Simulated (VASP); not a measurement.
# HgTe (rocksalt type) (Fm-3m) in VASP: notebook

HgTe (rocksalt type) is run at these levels: LDA; tasks: single point.

All numbers are computed with VASP 6.6.1; they aren't measurements. Logs are shortened: lines on timing, memory, paths and dates and some standing lists are left out, and cuts for length are marked.

## (1) The cell of the first run

Symmetry: Fm-3m, No. 225, cubic system. The conventional cell has a = 4.871 Å, b = 4.871 Å, c = 4.871 Å, α = 90.00°, β = 90.00°, γ = 90.00°. Hg (site symmetry m-3m) has 6 Te at 2.44 Å within 3.2 Å. Within 3.2 Å of Te (site symmetry m-3m) lie 6 Hg at 2.44 Å.

## (2) Single point, LDA (volume scaled by 0.55)

Input file INCAR:

```
SYSTEM = HgTe
PREC = Accurate ; ENCUT = 520
EDIFF = 1E-6 ; ISMEAR = -1
SIGMA = 0.05 ; LREAL = .FALSE.
LASPH = .TRUE. ; NELM = 60
ALGO = Normal ; ISIF = 2
LWAVE = .FALSE. ; LCHARG = .TRUE.
GGA = CA ; LELF = .TRUE.
LVHAR = .TRUE. ; NBANDS = 16
```

Input file KPOINTS:

```
regular mesh
0
G
  12 12 12
  0 0 0
```

Input file POSCAR:

```
HgTe
1.0
    0.0000000000      2.4353354683      2.4353354683
    2.4353354683      0.0000000000      2.4353354683
    2.4353354683      2.4353354683      0.0000000000
Hg Te
1 1
Direct
    0.0000000000      0.0000000000      0.0000000000
    0.5000000000      0.5000000000      0.5000000000
```

Potentials or basis: VASP PAW LDA potentials, release 64 (Hg, Te).

Launch:

```console
cat potpaw_LDA.64/Hg/POTCAR potpaw_LDA.64/Te/POTCAR > POTCAR
mpirun -np 1 vasp_std > vasp.out
```

OUTCAR:

```text
SYSTEM = HgTe
   PREC = Accurate
   ENCUT = 520
   EDIFF = 1E-6
   ISMEAR = -1
   LREAL = .FALSE.
   LASPH = .TRUE.
   NELM = 60
   ISIF = 2
   GGA = CA

 ion  position               nearest neighbor table
   1  0.000  0.000  0.000-   2 2.44   2 2.44   2 2.44   2 2.44   2 2.44   2 2.44
   2  0.500  0.500  0.500-   1 2.44   1 2.44   1 2.44   1 2.44   1 2.44   1 2.44

  LATTYP: Found a face centered cubic cell.
 ALAT       =     4.8706709366

  Lattice vectors:

 A1 = (   0.0000000000,   2.4353354683,   2.4353354683)
 A2 = (   2.4353354683,   0.0000000000,   2.4353354683)
 A3 = (   2.4353354683,   2.4353354683,   0.0000000000)

Analysis of symmetry for initial positions (statically):
=====================================================================
 Subroutine PRICEL returns:
 Original cell was already a primitive cell.

 Routine SETGRP: Setting up the symmetry group for a
 face centered cubic supercell.

 Subroutine GETGRP returns: Found 48 space group operations
 (whereof 48 operations were pure point group operations)
 out of a pool of 48 trial point group operations.

The static configuration has the point symmetry O_h .

Analysis of symmetry for dynamics (positions and initial velocities):
=====================================================================
 Subroutine PRICEL returns:
 Original cell was already a primitive cell.

 Routine SETGRP: Setting up the symmetry group for a
 face centered cubic supercell.

 Subroutine GETGRP returns: Found 48 space group operations
 (whereof 48 operations were pure point group operations)
 out of a pool of 48 trial point group operations.

The dynamic configuration has the point symmetry O_h .

 Subroutine INISYM returns: Found 48 space group operations
 (whereof 48 operations are pure point group operations),
 and found     1 'primitive' translations

----------------------------------------------------------------------------------------

                                     Primitive cell

  volume of cell :      28.8873

  direct lattice vectors                    reciprocal lattice vectors
     0.000000000  2.435335468  2.435335468    -0.205310524  0.205310524  0.205310524
     2.435335468  0.000000000  2.435335468     0.205310524 -0.205310524  0.205310524
     2.435335468  2.435335468  0.000000000     0.205310524  0.205310524 -0.205310524

  length of vectors
     3.444084448  3.444084448  3.444084448     0.355608258  0.355608258  0.355608258

  position of ions in fractional coordinates (direct lattice)
     0.000000000  0.000000000  0.000000000
     0.500000000  0.500000000  0.500000000

  ion indices of the primitive-cell ions
   primitive index   ion index
                 1           1
                 2           2

----------------------------------------------------------------------------------------

 KPOINTS: regular mesh

Automatic generation of k-mesh.
 Grid dimensions read from file:
 generate k-points for:   12   12   12

 Generating k-lattice:

  Cartesian coordinates                     Fractional coordinates (reciprocal lattice)
    -0.017109210  0.017109210  0.017109210     0.083333333  0.000000000  0.000000000
     0.017109210 -0.017109210  0.017109210     0.000000000  0.083333333  0.000000000
     0.017109210  0.017109210 -0.017109210     0.000000000  0.000000000  0.083333333

  Length of vectors
     0.029634022  0.029634022  0.029634022

  Shift w.r.t. Gamma in fractional coordinates (k-lattice)
     0.000000000  0.000000000  0.000000000

 Subroutine IBZKPT returns following result:
 ===========================================

 Found     72 irreducible k-points:

 Following reciprocal coordinates:
            Coordinates               Weight
  0.000000  0.000000  0.000000      1.000000
  0.083333  0.000000  0.000000      8.000000
  0.166667  0.000000  0.000000      8.000000
  0.250000  0.000000  0.000000      8.000000
  0.333333  0.000000  0.000000      8.000000
  0.416667  0.000000  0.000000      8.000000
[... 16 lines left out ...]
  0.500000  0.166667  0.000000     24.000000
 -0.416667  0.166667  0.000000     24.000000
 [... further k-points ...]
   k-points           NKPTS =     72   k-points in BZ     NKDIM =     72   number of bands    NBANDS=     16
   number of dos      NEDOS =    301   number of ions     NIONS =      2
   total plane-waves  NPLWV =  21952
   dimension x,y,z NGX =    28 NGY =   28 NGZ =   28
   dimension x,y,z NGXF=    56 NGYF=   56 NGZF=   56
   ions per type =               1   1
   NGX,Y,Z   is equivalent  to a cutoff of  13.52, 13.52, 13.52 a.u.
   NGXF,Y,Z  is equivalent  to a cutoff of  27.03, 27.03, 27.03 a.u.
 SYSTEM =  HgTe
   PREC   = accura    normal or accurate (medium, high low for compatibility)
   ISTART =      0    job   : 0-new  1-cont  2-samecut
   ICHARG =      2    charge: 1-file 2-atom 10-const
   ISPIN  =      1    spin polarized calculation?
   LNONCOLLINEAR =      F non collinear calculations
   LSORBIT =      F    spin-orbit coupling
   LASPH  =      T    aspherical Exc in radial PAW
   ENCUT  =  520.0 eV  38.22 Ry    6.18 a.u.   6.40  6.40  6.40*2*pi/ulx,y,z
   NELM   =     60;   NELMIN=  2; NELMDL= -5     # of ELM steps
   EDIFF  = 0.1E-05   stopping-criterion for ELM
   LREAL  =      F    real-space projection
[... 7 lines left out ...]
   TEBEG  =    0.0;   TEEND  =   0.0 temperature during run
   PSTRESS=    0.0 pullay stress
   NELECT =      18.0000    total number of electrons
   NUPDOWN=      -1.0000    fix difference up-down
   EMIN   =  10.00;   EMAX   =-10.00  energy-range for DOS
   EFERMI =   0.00;   METHOD = LEGACY
   ISMEAR =    -1;   SIGMA  =   0.05  broadening in eV -4-tet -1-fermi 0-gaus
   EFERMI_NEDOS =   21; number of points for ismear=-14 and -15
   IALGO  =     38    algorithm
   IMIX   =      4    mixing-type and parameters
     AMIX     =   0.40;   BMIX     =  1.00
     AMIX_MAG =   1.60;   BMIX_MAG =  1.00
  volume/ion in A,a.u.               =      14.44        97.47
  Fermi-wavevector in a.u.,A,eV,Ry     =   1.398289  2.642383 26.602268  1.955212
  Thomas-Fermi vector in A             =   2.521461
   LORBIT       =      0    0 simple, 1 ext, 2 COOP (PROOUT), +10 PAW based schemes
   GGA     = CA    functional components
   LHFCALC =     F    Hartree Fock is set to
   AEXX    =    0.0000 exact exchange contribution
   IVDW    =     0    specifies the selected vdW correction
   LEPSILON=     F    determine dielectric tensor
   LRPA    =     F    only Hartree local field effects (RPA)
 non-spin polarized calculation
  energy-cutoff  :      520.00
  volume of cell :       28.89
 maximum number of plane-waves:       794
 NGX is ok and might be reduce to    28

 number of electron      18.0000002 magnetization

 Free energy of the ion-electron system (eV)
  ---------------------------------------------------
  ext. energy  EPLUGINS =         0.00000000
  ---------------------------------------------------
  free energy    TOTEN  =         2.84282781 eV

  energy without entropy =        2.85038977  energy(sigma->0) =        2.84660879

 E-fermi :  15.5745     XC(G=0): -13.5639

 val. band max:       15.5697036487   @ k =   0.4167   0.0833   0.0000
 cond. band min:      15.6103480233   @ k =   0.3333   0.0833   0.0000
 fundamental gap:      0.0406443746
 Fermi energy:        15.5745287731

 k-point     1 :       0.0000    0.0000    0.0000
  band No.  band energies     occupation
      1      -4.4591      2.00000
      2       3.9487      2.00000
      3       3.9487      2.00000
      4       3.9487      2.00000
      5       4.0830      2.00000
      6       4.0830      2.00000
[... 8 lines left out ...]
     15      24.2003      0.00000
     16      24.2003      0.00000

 k-point     2 :       0.0833    0.0000    0.0000
  band No.  band energies     occupation
      1      -4.3086      2.00000
      2       3.8840      2.00000
      3       3.9193      2.00000
      4       3.9193      2.00000
      5       4.0370      2.00000
      6       4.0370      2.00000
[... 8 lines left out ...]
     15      24.4034      0.00000
     16      24.4034      0.00000

 k-point     3 :       0.1667    0.0000    0.0000
  band No.  band energies     occupation
      1      -3.8618      2.00000
      2       3.6241      2.00000
      3       3.6241      2.00000
      4       3.6865      2.00000
      5       4.1521      2.00000
      6       4.1521      2.00000
[... 8 lines left out ...]
     15      24.7486      0.00000
     16      24.7486      0.00000

 k-point     4 :       0.2500    0.0000    0.0000
  band No.  band energies     occupation
      1      -3.1341      2.00000
      2       3.2408      2.00000
      3       3.2408      2.00000
      4       3.3291      2.00000
      5       4.3403      2.00000
      6       4.3403      2.00000
[... 8 lines left out ...]
     15      25.2899      0.00000
     16      25.2899      0.00000

 k-point     5 :       0.3333    0.0000    0.0000
  band No.  band energies     occupation
      1      -2.1575      2.00000
      2       2.7276      2.00000
      3       2.8941      2.00000
      4       2.8941      2.00000
      5       4.5403      2.00000
      6       4.5403      2.00000
[... 8 lines left out ...]
     15      26.0625      0.00000
     16      26.0625      0.00000

 k-point     6 :       0.4167    0.0000    0.0000
  band No.  band energies     occupation
      1      -1.0062      2.00000
      2       1.7998      2.00000
      3       2.6592      2.00000
      4       2.6592      2.00000
      5       4.6944      2.00000
      6       4.6944      2.00000
[... 8 lines left out ...]
     15      26.9704      0.00000
     16      27.9655      0.00000
[... 267 lines left out ...]
 k-point    21 :       0.3333    0.1667    0.0000
  band No.  band energies     occupation
      1      -2.4860      2.00000
      2       2.4618      2.00000
      3       3.3874      2.00000
      4       3.5766      2.00000
      5       4.3858      2.00000
      6       4.6162      2.00000
[... 8 lines left out ...]
     15      27.6704      0.00000
     16      27.7248      0.00000

 k-point    22 :       0.4167    0.1667    0.0000
  band No.  band energies     occupation
      1      -1.6192      2.00000
      2       2.1500      2.00000
      3       3.1762      2.00000
      4       3.2238      2.00000
      5       4.6384      2.00000
      6       4.7802      2.00000
[... 8 lines left out ...]
     15      28.3019      0.00000
     16      29.4704      0.00000

 k-point    23 :       0.5000    0.1667    0.0000
  band No.  band energies     occupation
      1      -0.7903      2.00000
      2       1.7490      2.00000
      3       2.9355      2.00000
      4       3.0534      2.00000
      5       4.8295      2.00000
      6       4.8916      2.00000
[... 8 lines left out ...]
     15      27.8721      0.00000
     16      29.7569      0.00000

 k-point    24 :      -0.4167    0.1667    0.0000
  band No.  band energies     occupation
      1      -0.5210      2.00000
      2       1.5091      2.00000
      3       2.7659      2.00000
      4       3.0907      2.00000
      5       4.7557      2.00000
      6       5.0100      2.00000
[... 8 lines left out ...]
     15      26.4261      0.00000
     16      28.4254      0.00000

 [... further k-points ...]

------------------------ aborting loop because EDIFF is reached ----------------------------------------

  FORCE on cell =-STRESS in cart. coord.  units (eV):
  Direction    XX          YY          ZZ          XY          YZ          ZX
  --------------------------------------------------------------------------------------
  -------------------------------------------------------------------------------------
  Total       34.2103411     34.2103411     34.2103411      0.0000000      0.0000000      0.0000000
  in kB     1897.4118549   1897.4118549   1897.4118549      0.0000000      0.0000000      0.0000000
  external PRESSURE =    1897.4118549 kB  Pullay stress =       0.0000000 kB

 VOLUME and BASIS-vectors are now :
 -----------------------------------------------------------------------------
  energy-cutoff  :      520.00
  volume of cell :       28.89
      direct lattice vectors                 reciprocal lattice vectors
     0.000000000  2.435335468  2.435335468    -0.205310524  0.205310524  0.205310524
     2.435335468  0.000000000  2.435335468     0.205310524 -0.205310524  0.205310524
     2.435335468  2.435335468  0.000000000     0.205310524  0.205310524 -0.205310524

 POSITION                                       TOTAL-FORCE (eV/Angst)
 -----------------------------------------------------------------------------------
      0.00000      0.00000      0.00000        -0.000000      0.000000     -0.000000
      2.43534      2.43534      2.43534         0.000000     -0.000000      0.000000
 -----------------------------------------------------------------------------------
    total drift:                               -0.000000      0.000000      0.000000

  FREE ENERGIE OF THE ION-ELECTRON SYSTEM (eV)
  ---------------------------------------------------
  free  energy   TOTEN  =         2.8428278116 eV

  energy  without entropy=        2.8503897728  energy(sigma->0) =        2.84660879
```

It took 20 s on 1 thread of Intel Xeon 6975P-C (Granite Rapids), shared host; peak memory 0.17 GiB.

What came out:

```
Free energy            : 2.8428 eV
Pressure               : 189.7 GPa
Band gap on the k mesh : zero (band 9 reaches 17.10 eV, above the bottom of band 10 at 12.82 eV)
```

Levels at points of the mesh, in eV from the Fermi level:
```tsv
k point	band 6	band 7	band 8	band 9	band 10	band 11	band 12	band 13
(0.00, 0.00, 0.00)	-11.49	-2.28	-2.28	-2.28	4.18	4.36	8.19	8.19
(0.50, 0.00, 0.00)	-10.82	-9.49	1.01	1.53	1.53	2.30	2.30	6.56
(0.50, 0.50, 0.00)	-10.41	-7.95	-6.38	-6.38	-2.74	3.73	11.51	12.60
```

Caveat: spin-orbit coupling is left out, which moves the levels of the heavy elements.

(Part 1 of 2 ends here.)
